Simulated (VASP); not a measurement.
# Si2Mo (I4/mmm) in VASP: notebook, part 2 of 3

VASP 6.6.1. Earlier steps stand in the parts before.

**3. Single point, LDA**

Input file INCAR:

```
PREC     = Accurate       # precision mode
ENCUT    = 520            # plane-wave cutoff, eV
EDIFF    = 1E-6           # SCF threshold, eV
ISMEAR   = -1             # smearing method
SIGMA    = 0.05           # smearing width, eV
LREAL    = False          # projectors in reciprocal space
LASPH    = True           # aspherical terms in the spheres
NELM     = 80             # most SCF steps
ALGO     = Normal         # electronic algorithm
ISIF     = 2              # what is computed and relaxed
LWAVE    = False          # write WAVECAR
LCHARG   = False          # write CHGCAR
NBANDS   = 18             # bands
```

Input file KPOINTS:

```
regular mesh
0
Gamma
  12 12 12
```

Input file POSCAR:

```
Si2Mo
1.0
   -1.5892614214      1.5892614214      3.9041200105
    1.5892614214     -1.5892614214      3.9041200105
    1.5892614214      1.5892614214     -3.9041200105
Mo Si
1 2
Direct
    0.0000000000      0.0000000000      0.0000000000
    0.6670000000      0.6670000000      0.0000000000
    0.3330000000      0.3330000000      0.0000000000
```

Potentials or basis: VASP PAW LDA potentials, release 64 (Mo_sv, Si).

Started as:

```bash
$ cat potpaw_LDA.64/Mo_sv/POTCAR potpaw_LDA.64/Si/POTCAR > POTCAR
$ mpirun -np 1 vasp_std > vasp.out
```

OUTCAR:

```text
PREC = Accurate
   ENCUT = 520
   EDIFF = 1E-6
   ISMEAR = -1
   LREAL = False
   LASPH = True
   NELM = 80
   ISIF = 2

 ion  position               nearest neighbor table
   1  0.000  0.000  0.000-   2 2.60   3 2.60   2 2.60   3 2.60   2 2.60   3 2.60   3 2.60   2 2.60
                             2 2.60   3 2.60
   2  0.667  0.667  0.000-   3 2.59   3 2.59   3 2.59   3 2.59   1 2.60   1 2.60   1 2.60   1 2.60
                             1 2.60   3 2.61
   3  0.333  0.333  0.000-   2 2.59   2 2.59   2 2.59   2 2.59   1 2.60   1 2.60   1 2.60   1 2.60
                             1 2.60   2 2.61

  LATTYP: Found a body centered tetragonal cell.
 ALAT       =     3.1785228428
 C/A-ratio  =     2.4565625000

  Lattice vectors:

 A1 = (  -1.5892614214,   1.5892614214,   3.9041200105)
 A2 = (   1.5892614214,  -1.5892614214,   3.9041200105)
 A3 = (   1.5892614214,   1.5892614214,  -3.9041200105)

Analysis of symmetry for initial positions (statically):
=====================================================================
 Subroutine PRICEL returns:
 Original cell was already a primitive cell.

 Routine SETGRP: Setting up the symmetry group for a
 body centered tetragonal supercell.

 Subroutine GETGRP returns: Found 16 space group operations
 (whereof 16 operations were pure point group operations)
 out of a pool of 16 trial point group operations.

The static configuration has the point symmetry D_4h.

Analysis of symmetry for dynamics (positions and initial velocities):
=====================================================================
 Subroutine PRICEL returns:
 Original cell was already a primitive cell.

 Routine SETGRP: Setting up the symmetry group for a
 body centered tetragonal supercell.

 Subroutine GETGRP returns: Found 16 space group operations
 (whereof 16 operations were pure point group operations)
 out of a pool of 16 trial point group operations.

[... 114 lines left out ...]
   NUPDOWN=      -1.0000    fix difference up-down
   EMIN   =  10.00;   EMAX   =-10.00  energy-range for DOS
   EFERMI =   0.00;   METHOD = LEGACY
   ISMEAR =    -1;   SIGMA  =   0.05  broadening in eV -4-tet -1-fermi 0-gaus
   EFERMI_NEDOS =   21; number of points for ismear=-14 and -15
   IALGO  =     38    algorithm
   IMIX   =      4    mixing-type and parameters
     AMIX     =   0.40;   BMIX     =  1.00
     AMIX_MAG =   1.60;   BMIX_MAG =  1.00
  volume/ion in A,a.u.               =      13.15        88.73
  Fermi-wavevector in a.u.,A,eV,Ry     =   1.347590  2.546576 24.708164  1.815999
  Thomas-Fermi vector in A             =   2.475328
   LORBIT       =      0    0 simple, 1 ext, 2 COOP (PROOUT), +10 PAW based schemes
   GGA     = CA    functional components
   LHFCALC =     F    Hartree Fock is set to
   AEXX    =    0.0000 exact exchange contribution
   IVDW    =     0    specifies the selected vdW correction
   LEPSILON=     F    determine dielectric tensor
   LRPA    =     F    only Hartree local field effects (RPA)
 non-spin polarized calculation
  energy-cutoff  :      520.00
  volume of cell :       39.44
 maximum number of plane-waves:      1080
 NGX is ok and might be reduce to    36
   NGX = 17   NGY = 17   NGZ = 17

 number of electron      22.0000000 magnetization

 Free energy of the ion-electron system (eV)
  ---------------------------------------------------
  ext. energy  EPLUGINS =         0.00000000
  ---------------------------------------------------
  free energy    TOTEN  =       -25.81313898 eV

  energy without entropy =      -25.81096585  energy(sigma->0) =      -25.81205241

 E-fermi :  12.5134     XC(G=0): -12.6476

 val. band max:       12.4462023216   @ k =  -0.3333  -0.4167   0.3333
 cond. band min:      12.5597874792   @ k =   0.0833  -0.0000   0.0000
 fundamental gap:      0.1135851577
 Fermi energy:        12.5133577166

 k-point     1 :       0.0000    0.0000    0.0000
  band No.  band energies     occupation
      1     -47.8530      2.00000
      2     -22.2256      2.00000
      3     -22.1080      2.00000
      4     -22.1080      2.00000
      5      -1.0484      2.00000
      6       6.0633      2.00000
[... 481 lines left out ...]
      5       1.9305      2.00000
      6       4.4361      2.00000
[... 10 lines left out ...]
     17      19.9196      0.00000
     18      20.8115      0.00000

 [... further k-points ...]
[... 5 lines left out ...]
  --------------------------------------------------------------------------------------
  -------------------------------------------------------------------------------------
  Total       -0.1983884     -0.1983884     -0.5184637      0.0000000     -0.0000000      0.0000000
  in kB       -8.0584772     -8.0584772    -21.0598428      0.0000000     -0.0000000      0.0000000
  external PRESSURE =     -12.3922657 kB  Pullay stress =       0.0000000 kB

 VOLUME and BASIS-vectors are now :
 -----------------------------------------------------------------------------
  energy-cutoff  :      520.00
  volume of cell :       39.44
      direct lattice vectors                 reciprocal lattice vectors
    -1.589261421  1.589261421  3.904120010     0.000000000  0.314611551  0.128069834
     1.589261421 -1.589261421  3.904120010     0.314611551  0.000000000  0.128069834
     1.589261421  1.589261421 -3.904120010     0.314611551  0.314611551  0.000000000

 POSITION                                       TOTAL-FORCE (eV/Angst)
 -----------------------------------------------------------------------------------
      0.00000      0.00000      0.00000        -0.000000     -0.000000      0.000000
      0.00000      0.00000      5.20810         0.000000      0.000000     -0.334197
      0.00000      0.00000      2.60014        -0.000000     -0.000000      0.334197
 -----------------------------------------------------------------------------------
    total drift:                                0.000000      0.000000     -0.000000

  FREE ENERGIE OF THE ION-ELECTRON SYSTEM (eV)
  ---------------------------------------------------
  free  energy   TOTEN  =       -25.8131389814 eV

  energy  without entropy=      -25.8109658483  energy(sigma->0) =      -25.81205241
```

OSZICAR:

```text
N       E                     dE             d eps       ncg     rms          rms(c)
DAV:   1     0.125700390922E+03    0.12570E+03   -0.11159E+04  5876   0.116E+03
DAV:   2    -0.230426842924E+02   -0.14874E+03   -0.14571E+03  6594   0.308E+02
DAV:   3    -0.267159447895E+02   -0.36733E+01   -0.36269E+01  7312   0.432E+01
DAV:   4    -0.267403470700E+02   -0.24402E-01   -0.24376E-01  6718   0.367E+00
DAV:   5    -0.267405155791E+02   -0.16851E-03   -0.16850E-03  6960   0.341E-01    0.230E+01
DAV:   6    -0.259798856684E+02    0.76063E+00   -0.53642E+00  6412   0.162E+01    0.474E+00
DAV:   7    -0.258537072862E+02    0.12618E+00   -0.78766E-01  6294   0.598E+00    0.481E+00
DAV:   8    -0.258140369551E+02    0.39670E-01   -0.10296E-01  6420   0.244E+00    0.367E-01
DAV:   9    -0.258132729995E+02    0.76396E-03   -0.17472E-03  6826   0.366E-01    0.207E-01
DAV:  10    -0.258131469547E+02    0.12604E-03   -0.38448E-04  6632   0.165E-01    0.571E-02
DAV:  11    -0.258131398424E+02    0.71122E-05   -0.64711E-05  6580   0.602E-02    0.170E-02
DAV:  12    -0.258131389814E+02    0.86098E-06   -0.55053E-06  6340   0.145E-02
   1 F= -.25813139E+02 E0= -.25812052E+02  d E =-.217313E-02
```

Run time: 51 s. Hardware: 1 thread of Intel Xeon 6975P-C (Granite Rapids), shared host; peak memory 0.24 GiB.

What came out:

* Free energy: -25.8131 eV
* Pressure: -1.2 GPa
* Largest force: 0.334 eV/Å
* Band gap on the k mesh: zero (band 11 reaches 13.04 eV, above the bottom of band 12 at 12.00 eV)

Forces in eV/Å, atoms in the order of the input:
```
Mo   0.000  0.000  0.000
Si   0.000  0.000 -0.334
Si   0.000  0.000  0.334
```

Levels at points of the mesh, in eV from the Fermi level:
```
           k point  band 7  band 8  band 9  band 10  band 11  band 12  band 13  band 14  band 15  band 16
(0.00, 0.00, 0.00)   -3.43   -3.15   -2.71    -2.71     0.42     3.10     3.16     3.69     3.69     4.14
(0.50, 0.00, 0.00)   -4.99   -4.48   -2.70    -2.57    -0.54     2.29     3.04     4.15     4.29     5.53
(0.50, 0.50, 0.00)   -5.74   -5.27   -4.56    -3.14    -1.09     2.35     2.77     3.06     3.32     4.87
(0.50, 0.50, 0.50)   -3.63   -2.36   -0.61    -0.61    -0.52    -0.52     0.56     4.65     5.28     5.96
```

**4. Single point, r2SCAN+D3(BJ)**

This run uses another cell than the first one, of 12.61 Å³/atom, 0.961 times its volume.

Input file POSCAR:

```
Si2Mo
1.0
   -1.5673377739      1.5673377739      3.8502632003
    1.5673377739     -1.5673377739      3.8502632003
    1.5673377739      1.5673377739     -3.8502632003
Mo Si
1 2
Direct
    0.0000000000      0.0000000000      0.0000000000
    0.6670000000      0.6670000000      0.0000000000
    0.3330000000      0.3330000000      0.0000000000
```

Input file INCAR.step1:

```
PREC = Accurate ; ENCUT = 520
ISMEAR = -1 ; SIGMA = 0.05
LREAL = F ; LASPH = T
NELM = 80 ; NBANDS = 18
GGA = PE ; ALGO = Normal
EDIFF = 1E-4 ; LWAVE = T
LCHARG = F
```

Input file INCAR.step2:

```
PREC = Accurate ; ENCUT = 520
EDIFF = 1E-7 ; ISMEAR = -1
SIGMA = 0.05 ; LREAL = F
LASPH = T ; NELM = 80
ALGO = Normal ; ISIF = 2
LWAVE = F ; LCHARG = T
METAGGA = R2SCAN ; LMIXTAU = T
IVDW = 12 ; VDW_S6 = 1.0
VDW_S8 = 0.78981345 ; VDW_A1 = 0.49484001
VDW_A2 = 5.73083694 ; LELF = T
LVHAR = T ; NBANDS = 18
ISTART = 1
```

Input file KPOINTS:

```
Automatic mesh
0
Gamma
  12 12 12
```

Potentials or basis: VASP PAW PBE potentials, release 64 (Mo_sv, Si).

Started as:

```bash
$ cat potpaw_PBE.64/Mo_sv/POTCAR potpaw_PBE.64/Si/POTCAR > POTCAR
$ cp INCAR.step1 INCAR
$ mpirun -np 1 vasp_std > vasp.out
$ cp INCAR.step2 INCAR
$ mpirun -np 1 vasp_std > vasp.out
```

OUTCAR:

```text
PREC = Accurate
   ENCUT = 520
   EDIFF = 1E-7
   ISMEAR = -1
   LREAL = F
   LASPH = T
   NELM = 80
   ISIF = 2
   METAGGA = R2SCAN
   IVDW = 12
   ISTART = 1
 IVDW          = 12

 ion  position               nearest neighbor table
   1  0.000  0.000  0.000-   2 2.56   3 2.56   2 2.56   3 2.56   2 2.56   3 2.56   3 2.56   2 2.56
                             2 2.56   3 2.56
   2  0.667  0.667  0.000-   3 2.56   3 2.56   3 2.56   3 2.56   1 2.56   1 2.56   1 2.56   1 2.56
                             1 2.56   3 2.57
   3  0.333  0.333  0.000-   2 2.56   2 2.56   2 2.56   2 2.56   1 2.56   1 2.56   1 2.56   1 2.56
                             1 2.56   2 2.57

  LATTYP: Found a body centered tetragonal cell.
 ALAT       =     3.1346755478
 C/A-ratio  =     2.4565625001

  Lattice vectors:

 A1 = (  -1.5673377739,   1.5673377739,   3.8502632003)
 A2 = (   1.5673377739,  -1.5673377739,   3.8502632003)
 A3 = (   1.5673377739,   1.5673377739,  -3.8502632003)

Analysis of symmetry for initial positions (statically):
=====================================================================
 Subroutine PRICEL returns:
 Original cell was already a primitive cell.

[... 170 lines left out ...]

 E-fermi :  13.2162     XC(G=0): -13.7154

 val. band max:       13.1536097491   @ k =  -0.4167   0.5000   0.3333
 cond. band min:      13.2347572930   @ k =   0.0833   0.0000  -0.0000
 fundamental gap:      0.0811475440
 Fermi energy:        13.2162215955

 k-point     1 :       0.0000    0.0000    0.0000
  band No.  band energies     occupation
      1     -49.3464      2.00000
      2     -22.8511      2.00000
      3     -22.6948      2.00000
      4     -22.6948      2.00000
      5      -1.5122      2.00000
      6       6.0844      2.00000
[... 481 lines left out ...]
      5       1.7603      2.00000
      6       4.4569      2.00000
[... 10 lines left out ...]
     17      21.3438      0.00000
     18      22.3807      0.00000

 [... further k-points ...]

------------------------ aborting loop because EDIFF is reached ----------------------------------------

 Edisp (eV)   -0.86855

 E8    (eV) :    -0.2968

  FORCE on cell =-STRESS in cart. coord.  units (eV):
  Direction    XX          YY          ZZ          XY          YZ          ZX
  --------------------------------------------------------------------------------------
  -------------------------------------------------------------------------------------
  Total       2.57791     2.57791     2.47238     0.00000     0.00000     0.00000
  in kB     109.16977   109.16977   104.70104     0.00000     0.00000     0.00000
  external pressure =      107.68 kB  Pullay stress =        0.00 kB

 VOLUME and BASIS-vectors are now :
 -----------------------------------------------------------------------------
  energy-cutoff  :      520.00
  volume of cell :       37.83
      direct lattice vectors                 reciprocal lattice vectors
    -1.567337774  1.567337774  3.850263200     0.000000000  0.319012282  0.129861252
     1.567337774 -1.567337774  3.850263200     0.319012282  0.000000000  0.129861252
     1.567337774  1.567337774 -3.850263200     0.319012282  0.319012282  0.000000000

 POSITION                                       TOTAL-FORCE (eV/Angst)
 -----------------------------------------------------------------------------------
      0.00000      0.00000      0.00000         0.000000      0.000000     -0.000000
      0.00000      0.00000      5.13625        -0.000000     -0.000000     -0.231909
      0.00000      0.00000      2.56428         0.000000      0.000000      0.231909
 -----------------------------------------------------------------------------------
    total drift:                                0.000000      0.000000     -0.000000

  FREE ENERGIE OF THE ION-ELECTRON SYSTEM (eV)
  ---------------------------------------------------
  free  energy   TOTEN  =       -45.7816757410 eV

  energy  without entropy=      -45.7794846815  energy(sigma->0) =      -45.78058021
```

OSZICAR.step1:

```text
N       E                     dE             d eps       ncg     rms          rms(c)
DAV:   1     0.121424745352E+03    0.12142E+03   -0.11376E+04  5876   0.117E+03
DAV:   2    -0.209108181362E+02   -0.14234E+03   -0.13941E+03  7036   0.302E+02
DAV:   3    -0.239490968044E+02   -0.30383E+01   -0.30092E+01  7218   0.392E+01
DAV:   4    -0.239656836845E+02   -0.16587E-01   -0.16575E-01  6874   0.317E+00
DAV:   5    -0.239657912317E+02   -0.10755E-03   -0.10754E-03  6884   0.266E-01    0.246E+01
DAV:   6    -0.232380715701E+02    0.72772E+00   -0.49605E+00  6222   0.151E+01    0.589E+00
DAV:   7    -0.231390228488E+02    0.99049E-01   -0.67288E-01  6152   0.505E+00    0.514E+00
DAV:   8    -0.231068487505E+02    0.32174E-01   -0.87686E-02  6342   0.227E+00    0.442E-01
DAV:   9    -0.231062543772E+02    0.59437E-03   -0.15693E-03  6934   0.336E-01    0.237E-01
DAV:  10    -0.231062050253E+02    0.49352E-04   -0.40256E-04  6382   0.170E-01
   1 F= -.23106205E+02 E0= -.23105160E+02  d E =-.209021E-02
```

It took 4.5 min on 1 thread of Intel Xeon 6975P-C (Granite Rapids), shared host; peak memory 0.28 GiB.

What came out:

* Free energy: -45.7817 eV
* Pressure: 10.8 GPa
* Largest force: 0.232 eV/Å
* Band gap on the k mesh: zero (band 11 reaches 13.78 eV, above the bottom of band 12 at 12.63 eV)
* Dispersion energy per atom: -0.290 eV

Forces on the atoms (eV/Å):
```
Mo   0.000  0.000  0.000
Si   0.000  0.000 -0.232
Si   0.000  0.000  0.232
```

Stress tensor (GPa, compression positive):
```
10.92  0.00  0.00
 0.00 10.92  0.00
 0.00  0.00 10.47
```

Levels at points of the mesh, in eV from the Fermi level:
```tsv
k point	band 7	band 8	band 9	band 10	band 11	band 12	band 13	band 14	band 15	band 16
(0.00, 0.00, 0.00)	-3.49	-3.40	-3.02	-3.02	0.44	3.03	3.82	4.02	4.02	4.69
(0.50, 0.00, 0.00)	-5.45	-4.99	-2.95	-2.88	-0.65	2.75	3.31	4.63	4.90	5.94
(0.50, 0.50, 0.00)	-6.39	-5.42	-5.02	-3.54	-1.29	2.84	3.28	3.51	3.65	5.09
(0.50, 0.50, 0.50)	-3.98	-2.57	-0.68	-0.68	-0.59	-0.59	0.60	5.23	6.35	6.59
```

Caveat: the PAW data sets were made with another functional, which shifts forces and pressure a little; pairwise dispersion overbinds metals, which lowers pressure and volume.

**5. Single point, r2SCAN+D3(BJ)**

This run uses another cell than the first one, of 12.88 Å³/atom, 0.981 times its volume.

Input file POSCAR:

```
Si2Mo
1.0
   -1.5783757276      1.5783757276      3.8773786233
    1.5783757276     -1.5783757276      3.8773786233
    1.5783757276      1.5783757276     -3.8773786233
Mo Si
1 2
Direct
    0.0000000000      0.0000000000      0.0000000000
    0.6670000000      0.6670000000      0.0000000000
    0.3330000000      0.3330000000      0.0000000000
```

Input file INCAR.step1:

```
SYSTEM = Si2Mo
PREC = Accurate
ENCUT = 520
ISMEAR = -1
SIGMA = 0.05
LREAL = .FALSE.
LASPH = .TRUE.
NELM = 60
NBANDS = 18
GGA = PE
ALGO = Normal
EDIFF = 1E-4
LWAVE = .TRUE.
LCHARG = .FALSE.
```

Input file INCAR.step2:

```
SYSTEM = Si2Mo
PREC = Accurate
ENCUT = 520
EDIFF = 1E-7
ISMEAR = -1
SIGMA = 0.05
LREAL = .FALSE.
LASPH = .TRUE.
NELM = 60
ALGO = Normal
ISIF = 2
LWAVE = .FALSE.
LCHARG = .FALSE.
METAGGA = R2SCAN
LMIXTAU = .TRUE.
IVDW = 12
VDW_S6 = 1.0
VDW_S8 = 0.78981345
VDW_A1 = 0.49484001
VDW_A2 = 5.73083694
NBANDS = 18
ISTART = 1
```

Input file KPOINTS:

```
Automatic mesh
0
G
  12 12 12
  0 0 0
```

Started as:

```bash
$ cat potpaw_PBE.64/Mo_sv/POTCAR potpaw_PBE.64/Si/POTCAR > POTCAR
$ cp INCAR.step1 INCAR
$ mpirun -np 1 vasp_std > vasp.out
$ cp INCAR.step2 INCAR
$ mpirun -np 1 vasp_std > vasp.out
```

Run time: 4.2 min. Hardware: 1 thread of Intel Xeon 6975P-C (Granite Rapids), shared host; peak memory 0.29 GiB.

It converged, with:

- Free energy: -45.8216 eV
- Pressure: 5.2 GPa
- Largest force: 0.273 eV/Å
- Band gap on the k mesh: zero (band 11 reaches 13.43 eV, above the bottom of band 12 at 12.29 eV)
- Dispersion energy per atom: -0.283 eV

Forces on the atoms (eV/Å):
```
Mo   0.000  0.000  0.000
Si   0.000  0.000 -0.273
Si   0.000  0.000  0.273
```

Stress tensor (GPa, compression positive):
```
5.60 0.00 0.00
0.00 5.60 0.00
0.00 0.00 4.32
```

Levels at points of the mesh, in eV from the Fermi level:
| k point | band 9 | band 10 | band 11 | band 12 | band 13 | band 14 |
| --- | --- | --- | --- | --- | --- | --- |
| (0.00, 0.00, 0.00) | -2.96 | -2.96 | 0.43 | 3.12 | 3.66 | 3.94 |
| (0.50, 0.00, 0.00) | -2.87 | -2.81 | -0.62 | 2.67 | 3.26 | 4.59 |
| (0.50, 0.50, 0.00) | -4.93 | -3.45 | -1.30 | 2.75 | 3.17 | 3.41 |
| (0.50, 0.50, 0.50) | -0.66 | -0.66 | -0.60 | -0.60 | 0.58 | 5.13 |

Caveat: the PAW data sets were made with another functional, which shifts forces and pressure a little; pairwise dispersion overbinds metals, which lowers pressure and volume.

[end of part 2 of 3]
